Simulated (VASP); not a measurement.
# CaB2 (I4/mmm) in VASP: single point with PBE

Aim: the single point of CaB2 with PBE.

All numbers are computed with VASP 6.6.1; they aren't measurements. Logs are shortened: lines on timing, memory, paths and dates and some standing lists are left out, and cuts for length are marked.

### 1 The cell of the first run

Symmetry: I4/mmm, No. 139, tetragonal system. Conventional cell: a = 2.788 Å, b = 2.788 Å, c = 9.370 Å, α = 90.00°, β = 90.00°, γ = 90.00°. Within 3.5 Å of Ca (site symmetry 4/mmm) lie 10 B at 2.62 to 2.86 Å and 4 Ca at 2.79 Å. Within 2.9 Å of B (site symmetry 4mm) lie 8 B at 2.05 to 2.79 Å and 5 Ca at 2.62 to 2.86 Å.

### 2 Single point, PBE

Input file INCAR:

```
SYSTEM = CaB2
PREC = Accurate
ENCUT = 520
EDIFF = 1E-6
ISMEAR = 0
SIGMA = 0.1
LREAL = .False.
LASPH = .True.
NELM = 60
ALGO = Normal
ISIF = 2
LWAVE = .False.
LCHARG = .False.
GGA = PE
NBANDS = 15
```

Input file KPOINTS:

```
regular mesh
0
Gamma
  24 24 24
  0 0 0
```

Input file POSCAR:

```
CaB2
1.0
   -1.3937640639      1.3937640639      4.6848012281
    1.3937640639     -1.3937640639      4.6848012281
    1.3937640639      1.3937640639     -4.6848012281
Ca B
1 2
Direct
    0.0000000000      0.0000000000      0.0000000000
    0.7206227379      0.7206227379      0.0000000000
    0.2793772621      0.2793772621      0.0000000000
```

Potentials or basis: VASP PAW PBE potentials, release 64 (Ca_sv, B).

On the command line:

```bash
$ cat potpaw_PBE.64/Ca_sv/POTCAR potpaw_PBE.64/B/POTCAR > POTCAR
$ mpirun -np 1 vasp_std > vasp.out
```

OUTCAR:

```text
SYSTEM = CaB2
   PREC = Accurate
   ENCUT = 520
   EDIFF = 1E-6
   ISMEAR = 0
   LREAL = .False.
   LASPH = .True.
   NELM = 60
   ISIF = 2
   GGA = PE

 ion  position               nearest neighbor table
   1  0.000  0.000  0.000-   2 2.62   3 2.62
   2  0.721  0.721  0.000-   3 2.05   3 2.05   3 2.05   3 2.05   1 2.62
   3  0.279  0.279  0.000-   2 2.05   2 2.05   2 2.05   2 2.05   1 2.62

  LATTYP: Found a body centered tetragonal cell.
 ALAT       =     2.7875281278
 C/A-ratio  =     3.3612584435

  Lattice vectors:

 A1 = (  -1.3937640639,   1.3937640639,   4.6848012281)
 A2 = (   1.3937640639,  -1.3937640639,   4.6848012281)
 A3 = (   1.3937640639,   1.3937640639,  -4.6848012281)

Analysis of symmetry for initial positions (statically):
=====================================================================
 Subroutine PRICEL returns:
 Original cell was already a primitive cell.

 Routine SETGRP: Setting up the symmetry group for a
 body centered tetragonal supercell.

 Subroutine GETGRP returns: Found 16 space group operations
 (whereof 16 operations were pure point group operations)
 out of a pool of 16 trial point group operations.

The static configuration has the point symmetry D_4h.

Analysis of symmetry for dynamics (positions and initial velocities):
=====================================================================
 Subroutine PRICEL returns:
 Original cell was already a primitive cell.

 Routine SETGRP: Setting up the symmetry group for a
 body centered tetragonal supercell.

 Subroutine GETGRP returns: Found 16 space group operations
 (whereof 16 operations were pure point group operations)
 out of a pool of 16 trial point group operations.

The dynamic configuration has the point symmetry D_4h.

 Subroutine INISYM returns: Found 16 space group operations
 (whereof 16 operations are pure point group operations),
 and found     1 'primitive' translations

----------------------------------------------------------------------------------------

                                     Primitive cell

  volume of cell :      36.4024

  direct lattice vectors                    reciprocal lattice vectors
    -1.393764064  1.393764064  4.684801228     0.000000000  0.358740775  0.106728114
     1.393764064 -1.393764064  4.684801228     0.358740775  0.000000000  0.106728114
     1.393764064  1.393764064 -4.684801228     0.358740775  0.358740775  0.000000000

  length of vectors
     5.082570125  5.082570125  5.082570125     0.374280421  0.374280421  0.507336069

  position of ions in fractional coordinates (direct lattice)
     0.000000000  0.000000000  0.000000000
     0.720622738  0.720622738  0.000000000
     0.279377262  0.279377262  0.000000000

  ion indices of the primitive-cell ions
   primitive index   ion index
                 1           1
                 2           2
                 3           3

----------------------------------------------------------------------------------------

 KPOINTS: regular mesh

Automatic generation of k-mesh.
 Grid dimensions read from file:
 generate k-points for:   24   24   24

 Generating k-lattice:

  Cartesian coordinates                     Fractional coordinates (reciprocal lattice)
     0.000000000  0.014947532  0.004447005     0.041666667  0.000000000 -0.000000000
     0.014947532  0.000000000  0.004447005     0.000000000  0.041666667 -0.000000000
     0.014947532  0.014947532  0.000000000     0.000000000  0.000000000  0.041666667

  Length of vectors
     0.015595018  0.015595018  0.021139003

  Shift w.r.t. Gamma in fractional coordinates (k-lattice)
     0.000000000  0.000000000  0.000000000

 Subroutine IBZKPT returns following result:
 ===========================================

 Found   1063 irreducible k-points:

 Following reciprocal coordinates:
            Coordinates               Weight
  0.000000  0.000000  0.000000      1.000000
  0.041667  0.000000 -0.000000      8.000000
  0.083333  0.000000  0.000000      8.000000
  0.125000  0.000000 -0.000000      8.000000
  0.166667  0.000000 -0.000000      8.000000
  0.208333  0.000000 -0.000000      8.000000
[... 16 lines left out ...]
  0.416667  0.041667 -0.000000     16.000000
  0.458333  0.041667 -0.000000     16.000000
 [... further k-points ...]
   k-points           NKPTS =   1063   k-points in BZ     NKDIM =   1063   number of bands    NBANDS=     15
   number of dos      NEDOS =    301   number of ions     NIONS =      3
   total plane-waves  NPLWV =  64000
   dimension x,y,z NGX =    40 NGY =   40 NGZ =   40
   dimension x,y,z NGXF=    80 NGYF=   80 NGZF=   80
   ions per type =               1   2
   NGX,Y,Z   is equivalent  to a cutoff of  13.08, 13.08, 13.08 a.u.
   NGXF,Y,Z  is equivalent  to a cutoff of  26.17, 26.17, 26.17 a.u.
 SYSTEM =  CaB2
   PREC   = accura    normal or accurate (medium, high low for compatibility)
   ISTART =      0    job   : 0-new  1-cont  2-samecut
   ICHARG =      2    charge: 1-file 2-atom 10-const
   ISPIN  =      1    spin polarized calculation?
   LNONCOLLINEAR =      F non collinear calculations
   LSORBIT =      F    spin-orbit coupling
   LASPH  =      T    aspherical Exc in radial PAW
   ENCUT  =  520.0 eV  38.22 Ry    6.18 a.u.   9.45  9.45  9.45*2*pi/ulx,y,z
   NELM   =     60;   NELMIN=  2; NELMDL= -5     # of ELM steps
   EDIFF  = 0.1E-05   stopping-criterion for ELM
   LREAL  =      F    real-space projection
   EDIFFG = 0.1E-04   stopping-criterion for IOM
   NSW    =      0    number of steps for IOM
   IBRION =     -1    ionic relax: 0-MD 1-quasi-New 2-CG
   NFREE  =      0    steps in history (QN), initial steepest desc. (CG)
   ISIF   =      2    stress and relaxation
   ISYM   =      2    0-nonsym 1-usesym 2-fastsym
   POTIM  = 0.5000    time-step for ionic-motion
   TEBEG  =    0.0;   TEEND  =   0.0 temperature during run
   PSTRESS=    0.0 pullay stress
   NELECT =      16.0000    total number of electrons
   NUPDOWN=      -1.0000    fix difference up-down
   EMIN   =  10.00;   EMAX   =-10.00  energy-range for DOS
   EFERMI =   0.00;   METHOD = LEGACY
   ISMEAR =     0;   SIGMA  =   0.10  broadening in eV -4-tet -1-fermi 0-gaus
   EFERMI_NEDOS =   21; number of points for ismear=-14 and -15
   IALGO  =     38    algorithm
   IMIX   =      4    mixing-type and parameters
     AMIX     =   0.40;   BMIX     =  1.00
     AMIX_MAG =   1.60;   BMIX_MAG =  1.00
  volume/ion in A,a.u.               =      12.13        81.89
  Fermi-wavevector in a.u.,A,eV,Ry     =   1.244720  2.352179 21.079879  1.549327
  Thomas-Fermi vector in A             =   2.378974
   LORBIT       =      0    0 simple, 1 ext, 2 COOP (PROOUT), +10 PAW based schemes
   GGA     = PE    functional components
   LHFCALC =     F    Hartree Fock is set to
   AEXX    =    0.0000 exact exchange contribution
   IVDW    =     0    specifies the selected vdW correction
   LEPSILON=     F    determine dielectric tensor
   LRPA    =     F    only Hartree local field effects (RPA)
 non-spin polarized calculation
 Gauss-broadening in eV      SIGMA  =   0.10
  energy-cutoff  :      520.00
  volume of cell :       36.40
 maximum number of plane-waves:      1006
 NGX is ok and might be reduce to    40
   NGX = 19   NGY = 19   NGZ = 19

 number of electron      16.0000000 magnetization

 Free energy of the ion-electron system (eV)
  ---------------------------------------------------
  ext. energy  EPLUGINS =         0.00000000
  ---------------------------------------------------
  free energy    TOTEN  =       -12.50128109 eV

  energy without entropy =      -12.49269468  energy(sigma->0) =      -12.49698788

 E-fermi :   5.2671     XC(G=0): -10.9848

 val. band max:        5.2664623527   @ k =  -0.2083  -0.2917   0.1667
 cond. band min:       5.2683575790   @ k =  -0.2917   0.5000   0.1250
 fundamental gap:      0.0018952263
 Fermi energy:         5.2671072581

 k-point     1 :       0.0000    0.0000    0.0000
  band No.  band energies     occupation
      1     -35.1104      2.00000
      2     -16.0768      2.00000
      3     -15.4627      2.00000
      4     -15.4627      2.00000
      5      -6.4292      2.00000
      6       1.8132      2.00000
      7       3.7572      2.00000
      8       5.7598      0.00000
      9       5.7598      0.00000
     10       6.8295      0.00000
     11      11.1545      0.00000
     12      12.0109      0.00000
     13      12.4593      0.00000
     14      12.4593      0.00000
     15      13.0117      0.00000

 k-point     2 :       0.0417    0.0000   -0.0000
  band No.  band energies     occupation
      1     -35.1064      2.00000
      2     -16.0728      2.00000
      3     -15.4918      2.00000
      4     -15.4602      2.00000
      5      -6.3981      2.00000
      6       1.8101      2.00000
      7       3.8149      2.00000
      8       5.5832      0.00001
      9       5.7906      0.00000
     10       6.8632      0.00000
     11      11.1403      0.00000
     12      12.1241      0.00000
     13      12.4189      0.00000
     14      12.4574      0.00000
     15      12.9346      0.00000

 k-point     3 :       0.0833    0.0000    0.0000
  band No.  band energies     occupation
      1     -35.0945      2.00000
      2     -16.0612      2.00000
      3     -15.5764      2.00000
      4     -15.4529      2.00000
      5      -6.3052      2.00000
      6       1.8052      2.00000
      7       3.9781      2.00000
      8       5.1065      1.97690
      9       5.8828      0.00000
     10       6.9608      0.00000
     11      11.1188      0.00000
     12      12.2485      0.00000
     13      12.4430      0.00000
     14      12.4480      0.00000
     15      12.7268      0.00000
[... 343 lines left out ...]
 k-point    23 :       0.4167    0.0417   -0.0000
  band No.  band energies     occupation
      1     -34.8781      2.00000
      2     -16.9014      2.00000
      3     -15.8487      2.00000
      4     -15.3513      2.00000
      5      -3.5727      2.00000
      6      -1.1078      2.00000
      7       2.9925      2.00000
      8       4.9104      2.00000
      9       7.2738      0.00000
     10       8.4426      0.00000
     11      10.1733      0.00000
     12      10.8519      0.00000
     13      11.5345      0.00000
     14      12.4670      0.00000
     15      13.0863      0.00000

 k-point    24 :       0.4583    0.0417   -0.0000
  band No.  band energies     occupation
      1     -34.8655      2.00000
      2     -16.9717      2.00000
      3     -15.8356      2.00000
      4     -15.3436      2.00000
      5      -3.0467      2.00000
      6      -1.7608      2.00000
      7       3.2660      2.00000
      8       4.6113      2.00000
      9       7.3085      0.00000
     10       8.8834      0.00000
     11      10.0305      0.00000
     12      10.8453      0.00000
     13      11.0574      0.00000
     14      12.4633      0.00000
     15      13.2060      0.00000

 [... further k-points ...]

------------------------ aborting loop because EDIFF is reached ----------------------------------------

  FORCE on cell =-STRESS in cart. coord.  units (eV):
  Direction    XX          YY          ZZ          XY          YZ          ZX
  --------------------------------------------------------------------------------------
  -------------------------------------------------------------------------------------
  Total        0.0502766      0.0502766      0.0864765      0.0000000     -0.0000000      0.0000000
  in kB        2.2128257      2.2128257      3.8060913      0.0000000     -0.0000000      0.0000000
  external PRESSURE =       2.7439143 kB  Pullay stress =       0.0000000 kB

 VOLUME and BASIS-vectors are now :
 -----------------------------------------------------------------------------
  energy-cutoff  :      520.00
  volume of cell :       36.40
      direct lattice vectors                 reciprocal lattice vectors
    -1.393764064  1.393764064  4.684801228     0.000000000  0.358740775  0.106728114
     1.393764064 -1.393764064  4.684801228     0.358740775  0.000000000  0.106728114
     1.393764064  1.393764064 -4.684801228     0.358740775  0.358740775  0.000000000

 POSITION                                       TOTAL-FORCE (eV/Angst)
 -----------------------------------------------------------------------------------
      0.00000      0.00000      0.00000        -0.000000     -0.000000      0.000000
      0.00000      0.00000      6.75195         0.000000      0.000000      0.007934
      0.00000      0.00000      2.61765         0.000000      0.000000     -0.007934
 -----------------------------------------------------------------------------------
    total drift:                               -0.000000      0.000000     -0.000000

  FREE ENERGIE OF THE ION-ELECTRON SYSTEM (eV)
  ---------------------------------------------------
  free  energy   TOTEN  =       -12.5012810874 eV

  energy  without entropy=      -12.4926946791  energy(sigma->0) =      -12.49698788
```

Run time: 18 min. Hardware: 1 thread of AMD EPYC 7R13 (Zen 3), shared host; peak memory 0.69 GiB.

What came out:

```yaml
Free_energy: -12.5013 eV
Pressure: 0.3 GPa
Largest_force: 0.008 eV/Å
Band_gap_on_the_k_mesh: zero (bands 8 and 9 overlap by 2.56 eV)
```

Forces in eV/Å, atoms in the order of the input:
```
Ca   0.000  0.000  0.000
B    0.000  0.000  0.008
B    0.000  0.000 -0.008
```

Levels at points of the mesh, in eV from the Fermi level:
```
           k point  band 4  band 5  band 6  band 7  band 8  band 9  band 10  band 11  band 12  band 13
(0.00, 0.00, 0.00)  -20.73  -11.70   -3.45   -1.51    0.49    0.49     1.56     5.89     6.74     7.19
(0.50, 0.00, 0.00)  -20.58   -7.94   -7.50   -1.89   -0.78    1.98     4.00     4.85     5.60     5.78
(0.50, 0.50, 0.00)  -20.88   -5.07   -4.69   -3.79   -2.72   -1.10     1.78     2.23     4.51     4.53
(0.50, 0.50, 0.50)  -20.73  -11.05   -5.52    0.72    0.79    0.79     1.48     3.70     6.00     6.00
```
